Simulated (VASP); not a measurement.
# Au (I4/mmm) in VASP: single point with PBEsol

Aim: the single point of Au with PBEsol.

Everything below comes from runs of VASP 6.6.1. Logs are shortened: lines on timing, memory, paths and dates and some standing lists are left out, and cuts for length are marked.

### Step 1. The cell of the first run

The structure is tetragonal, space group I4/mmm (No. 139). Conventional cell: a = 2.907 Å, b = 2.907 Å, c = 4.027 Å, α = 90.00°, β = 90.00°, γ = 90.00°. Within 3.8 Å of Au (site symmetry 4/mmm) lie 12 Au at 2.88 to 2.91 Å.

### Step 2. Single point, PBEsol

File INCAR:

```
ALGO = Fast
EDIFF = 1E-7
ENCUT = 520
GGA = PS
ISIF = 2
ISMEAR = 0
LASPH = True
LCHARG = False
LREAL = False
LWAVE = False
NBANDS = 24
NELM = 80
PREC = Accurate
SIGMA = 0.1
```

File KPOINTS:

```
k-points
0
Gamma
  14 14 14
```

File POSCAR:

```
Au
1.0
    0.0000000000      0.0000000000     -2.9068557672
   -2.9068557672      0.0000000000      0.0000000000
    1.4534278836      6.0399079335      1.4534278836
Au
3
Direct
    0.6666666667      0.6666666667      0.3333333333
    0.0000000000      0.0000000000      0.0000000000
    0.3333333333      0.3333333333      0.6666666667
```

Potentials or basis: VASP PAW PBE potentials, release 64 (Au).

Started as:

```bash
> cat potpaw_PBE.64/Au/POTCAR > POTCAR
> mpirun -np 1 vasp_std > vasp.out
```

OUTCAR:

```text
EDIFF = 1E-7
   ENCUT = 520
   GGA = PS
   ISIF = 2
   ISMEAR = 0
   LASPH = True
   LREAL = False
   NELM = 80
   PREC = Accurate

 ion  position               nearest neighbor table
   1  0.667  0.667  0.333-   2 2.88   2 2.88   2 2.88   3 2.88   2 2.88   3 2.88   3 2.88   3 2.88

   2  0.000  0.000  0.000-   1 2.88   3 2.88   1 2.88   1 2.88   3 2.88   3 2.88   1 2.88   3 2.88

   3  0.333  0.333  0.667-   2 2.88   2 2.88   2 2.88   1 2.88   2 2.88   1 2.88   1 2.88   1 2.88

  LATTYP: Found a body centered tetragonal cell.
 ALAT       =     2.9068557672
 C/A-ratio  =     4.1556295993

  Lattice vectors:

 A1 = (   1.4534278836,  -6.0399079335,  -1.4534278836)
 A2 = (  -1.4534278836,  -6.0399079335,   1.4534278836)
 A3 = (  -1.4534278836,   6.0399079335,  -1.4534278836)

Analysis of symmetry for initial positions (statically):
=====================================================================
 Subroutine PRICEL returns following result:

  LATTYP: Found a body centered tetragonal cell.
 ALAT       =     2.9068557668
 C/A-ratio  =     1.3852098667

  Lattice vectors:

 A1 = (   1.4534278837,  -2.0133026443,  -1.4534278835)
 A2 = (  -1.4534278839,  -2.0133026449,   1.4534278833)
 A3 = (  -1.4534278833,   2.0133026449,  -1.4534278833)

   3 primitive cells build up your supercell.

 Routine SETGRP: Setting up the symmetry group for a
 body centered tetragonal supercell.

 Subroutine GETGRP returns: Found 16 space group operations
 (whereof 16 operations were pure point group operations)
 out of a pool of 16 trial point group operations.

The static configuration has the point symmetry D_4h.

Analysis of symmetry for dynamics (positions and initial velocities):
=====================================================================
 Subroutine PRICEL returns following result:

  LATTYP: Found a body centered tetragonal cell.
 ALAT       =     2.9068557668
 C/A-ratio  =     1.3852098667

  Lattice vectors:

 A1 = (   1.4534278837,  -2.0133026443,  -1.4534278835)
 A2 = (  -1.4534278839,  -2.0133026449,   1.4534278833)
 A3 = (  -1.4534278833,   2.0133026449,  -1.4534278833)

   3 primitive cells build up your supercell.

 Routine SETGRP: Setting up the symmetry group for a
 body centered tetragonal supercell.

 Subroutine GETGRP returns: Found 16 space group operations
 (whereof 16 operations were pure point group operations)
 out of a pool of 16 trial point group operations.

The dynamic configuration has the point symmetry D_4h.

 Subroutine INISYM returns: Found 16 space group operations
 (whereof 16 operations are pure point group operations),
 and found     3 'primitive' translations

----------------------------------------------------------------------------------------

                                     Primitive cell

  volume of cell :      17.0120

  direct lattice vectors                    reciprocal lattice vectors
     1.453427884 -2.013302644 -1.453427883     0.000000000 -0.248348156 -0.344014317
    -1.453427884 -2.013302645  1.453427883    -0.344014317 -0.248348156 -0.000000000
    -1.453427883  2.013302645 -1.453427883    -0.344014317  0.000000000 -0.344014317

  length of vectors
     2.877202246  2.877202246  2.877202246     0.424290769  0.424290769  0.486509712

  position of ions in fractional coordinates (direct lattice)
     0.000000000  0.000000000  0.000000000

  ion indices of the primitive-cell ions
   primitive index   ion index
                 1           1

----------------------------------------------------------------------------------------

 KPOINTS: k-points

Automatic generation of k-mesh.
 Grid dimensions read from file:
 generate k-points for:   14   14   14

 Generating k-lattice:

  Cartesian coordinates                     Fractional coordinates (reciprocal lattice)
     0.000000000  0.005913051 -0.024572451     0.071428571  0.000000000  0.000000000
    -0.024572451  0.005913051  0.000000000     0.000000000  0.071428571  0.000000000
     0.000000000  0.011826103  0.000000000     0.000000000  0.000000000  0.071428571

  Length of vectors
     0.025273890  0.025273890  0.011826103

  Shift w.r.t. Gamma in fractional coordinates (k-lattice)
     0.000000000  0.000000000  0.000000000

 Subroutine IBZKPT returns following result:
 ===========================================

 Found    244 irreducible k-points:

 Following reciprocal coordinates:
            Coordinates               Weight
  0.000000  0.000000  0.000000      1.000000
  0.071429  0.000000  0.000000      8.000000
  0.142857  0.000000  0.000000      8.000000
  0.214286  0.000000  0.000000      8.000000
  0.285714  0.000000 -0.000000      8.000000
  0.357143  0.000000 -0.000000      8.000000
[... 16 lines left out ...]
  0.214286  0.142857  0.000000     16.000000
  0.285714  0.142857 -0.000000     16.000000
 [... further k-points ...]
   k-points           NKPTS =    244   k-points in BZ     NKDIM =    244   number of bands    NBANDS=     24
   number of dos      NEDOS =    301   number of ions     NIONS =      3
   total plane-waves  NPLWV =  27648
   dimension x,y,z NGX =    24 NGY =   24 NGZ =   48
   dimension x,y,z NGXF=    48 NGYF=   48 NGZF=   96
   ions per type =               3
   NGX,Y,Z   is equivalent  to a cutoff of  13.73, 13.73, 12.51 a.u.
   NGXF,Y,Z  is equivalent  to a cutoff of  27.45, 27.45, 25.01 a.u.
 SYSTEM =  unknown system
   PREC   = accura    normal or accurate (medium, high low for compatibility)
   ISTART =      0    job   : 0-new  1-cont  2-samecut
   ICHARG =      2    charge: 1-file 2-atom 10-const
   ISPIN  =      1    spin polarized calculation?
   LNONCOLLINEAR =      F non collinear calculations
   LSORBIT =      F    spin-orbit coupling
   LASPH  =      T    aspherical Exc in radial PAW
   ENCUT  =  520.0 eV  38.22 Ry    6.18 a.u.   5.40  5.40 11.86*2*pi/ulx,y,z
   NELM   =     80;   NELMIN=  2; NELMDL= -5     # of ELM steps
   EDIFF  = 0.1E-06   stopping-criterion for ELM
   LREAL  =      F    real-space projection
   EDIFFG = 0.1E-05   stopping-criterion for IOM
   NSW    =      0    number of steps for IOM
   IBRION =     -1    ionic relax: 0-MD 1-quasi-New 2-CG
   NFREE  =      0    steps in history (QN), initial steepest desc. (CG)
   ISIF   =      2    stress and relaxation
   ISYM   =      2    0-nonsym 1-usesym 2-fastsym
   POTIM  = 0.5000    time-step for ionic-motion
   TEBEG  =    0.0;   TEEND  =   0.0 temperature during run
   PSTRESS=    0.0 pullay stress
   NELECT =      33.0000    total number of electrons
   NUPDOWN=      -1.0000    fix difference up-down
   EMIN   =  10.00;   EMAX   =-10.00  energy-range for DOS
   EFERMI =   0.00;   METHOD = LEGACY
   ISMEAR =     0;   SIGMA  =   0.10  broadening in eV -4-tet -1-fermi 0-gaus
   EFERMI_NEDOS =   21; number of points for ismear=-14 and -15
   IALGO  =     68    algorithm
   IMIX   =      4    mixing-type and parameters
     AMIX     =   0.40;   BMIX     =  1.00
     AMIX_MAG =   1.60;   BMIX_MAG =  1.00
  volume/ion in A,a.u.               =      17.01       114.80
  Fermi-wavevector in a.u.,A,eV,Ry     =   1.415643  2.675177 27.266685  2.004045
  Thomas-Fermi vector in A             =   2.537060
   LORBIT       =      0    0 simple, 1 ext, 2 COOP (PROOUT), +10 PAW based schemes
   GGA     = PS    functional components
   LHFCALC =     F    Hartree Fock is set to
   AEXX    =    0.0000 exact exchange contribution
   IVDW    =     0    specifies the selected vdW correction
   LEPSILON=     F    determine dielectric tensor
   LRPA    =     F    only Hartree local field effects (RPA)
 non-spin polarized calculation
 RMM-DIIS sequential band-by-band and
 Gauss-broadening in eV      SIGMA  =   0.10
  energy-cutoff  :      520.00
  volume of cell :       51.04
 maximum number of plane-waves:      1410
 NGX is ok and might be reduce to    24
   NGX = 11   NGY = 11   NGZ = 23

 number of electron      33.0000002 magnetization

 Free energy of the ion-electron system (eV)
  ---------------------------------------------------
  ext. energy  EPLUGINS =         0.00000000
  ---------------------------------------------------
  free energy    TOTEN  =       -11.77419233 eV

  energy without entropy =      -11.77078309  energy(sigma->0) =      -11.77248771

 E-fermi :   9.2773     XC(G=0): -12.8954

 val. band max:        9.2702533617   @ k =   0.0714   0.0000   0.2143
 cond. band min:       9.2800510818   @ k =   0.5000   0.1429  -0.0000
 fundamental gap:      0.0097977201
 Fermi energy:         9.2773204997

 k-point     1 :       0.0000    0.0000    0.0000
  band No.  band energies     occupation
      1      -0.6321      2.00000
      2       2.4745      2.00000
      3       2.4745      2.00000
      4       3.0225      2.00000
      5       3.0225      2.00000
      6       4.5575      2.00000
[... 16 lines left out ...]
     23      21.8996      0.00000
     24      21.8996      0.00000

 k-point     2 :       0.0714    0.0000    0.0000
  band No.  band energies     occupation
      1      -0.5078      2.00000
      2       2.5345      2.00000
      3       2.5586      2.00000
      4       3.0175      2.00000
      5       3.1418      2.00000
      6       4.5178      2.00000
[... 16 lines left out ...]
     23      22.0164      0.00000
     24      22.9034      0.00000

 k-point     3 :       0.1429    0.0000    0.0000
  band No.  band energies     occupation
      1      -0.1449      2.00000
      2       2.6428      2.00000
      3       2.7075      2.00000
      4       3.1890      2.00000
      5       3.4242      2.00000
      6       4.4088      2.00000
[... 16 lines left out ...]
     23      22.7566      0.00000
     24      23.6111      0.00000
[... 514 lines left out ...]
 k-point    23 :       0.2143    0.1429    0.0000
  band No.  band energies     occupation
      1       0.9313      2.00000
      2       2.8657      2.00000
      3       3.2191      2.00000
      4       3.5486      2.00000
      5       3.9571      2.00000
      6       3.9755      2.00000
[... 16 lines left out ...]
     23      21.1796      0.00000
     24      23.3884      0.00000

 k-point    24 :       0.2857    0.1429   -0.0000
  band No.  band energies     occupation
      1       1.5827      2.00000
      2       2.6746      2.00000
      3       3.3558      2.00000
      4       3.7215      2.00000
      5       3.8623      2.00000
      6       4.3433      2.00000
[... 16 lines left out ...]
     23      21.3322      0.00000
     24      21.8052      0.00000

 [... further k-points ...]

------------------------ aborting loop because EDIFF is reached ----------------------------------------

  FORCE on cell =-STRESS in cart. coord.  units (eV):
  Direction    XX          YY          ZZ          XY          YZ          ZX
  --------------------------------------------------------------------------------------
  -------------------------------------------------------------------------------------
  Total       -0.0969711     -0.0793267     -0.0969711      0.0000000      0.0000000      0.0000000
  in kB       -3.0442175     -2.4903049     -3.0442175      0.0000000      0.0000000      0.0000000
  external PRESSURE =      -2.8595800 kB  Pullay stress =       0.0000000 kB

 VOLUME and BASIS-vectors are now :
 -----------------------------------------------------------------------------
  energy-cutoff  :      520.00
  volume of cell :       51.04
      direct lattice vectors                 reciprocal lattice vectors
     0.000000000  0.000000000 -2.906855767     0.000000000  0.082782719 -0.344014317
    -2.906855767  0.000000000  0.000000000    -0.344014317  0.082782719  0.000000000
     1.453427884  6.039907934  1.453427884     0.000000000  0.165565438  0.000000000

 POSITION                                       TOTAL-FORCE (eV/Angst)
 -----------------------------------------------------------------------------------
     -1.45343      2.01330     -1.45343         0.000000      0.000000      0.000000
      0.00000      0.00000      0.00000        -0.000000      0.000000     -0.000000
      0.00000      4.02661      0.00000         0.000000     -0.000000      0.000000
 -----------------------------------------------------------------------------------
    total drift:                                0.000000      0.000000     -0.000000

  FREE ENERGIE OF THE ION-ELECTRON SYSTEM (eV)
  ---------------------------------------------------
  free  energy   TOTEN  =       -11.7741923271 eV

  energy  without entropy=      -11.7707830924  energy(sigma->0) =      -11.77248771
```

It took 89 s on 1 thread of Intel Xeon 6975P-C (Granite Rapids), shared host; peak memory 0.34 GiB.

What came out:

| Property | Result |
| --- | --- |
| Free energy | -11.7742 eV |
| Pressure | -0.3 GPa |
| Band gap on the k mesh | zero (an odd number of electrons rules out a gap without spin polarisation) |

Levels at points of the mesh, in eV from the Fermi level:
| k point | band 15 | band 16 | band 17 | band 18 | band 19 | band 20 |
| --- | --- | --- | --- | --- | --- | --- |
| (0.00, 0.00, 0.00) | -2.65 | -2.65 | -2.30 | -2.30 | 12.27 | 12.27 |
| (0.50, 0.00, 0.00) | -1.87 | -1.00 | -0.39 | -0.39 | 3.09 | 6.44 |
| (0.50, 0.50, 0.00) | -1.53 | 0.86 | 4.18 | 4.18 | 4.77 | 4.77 |
| (0.00, 0.00, 0.50) | -1.96 | -1.59 | -1.59 | 1.22 | 6.11 | 9.75 |

Caveat: the PAW data sets were made with another functional, which shifts forces and pressure a little; spin-orbit coupling is left out, which moves the levels of the heavy elements.
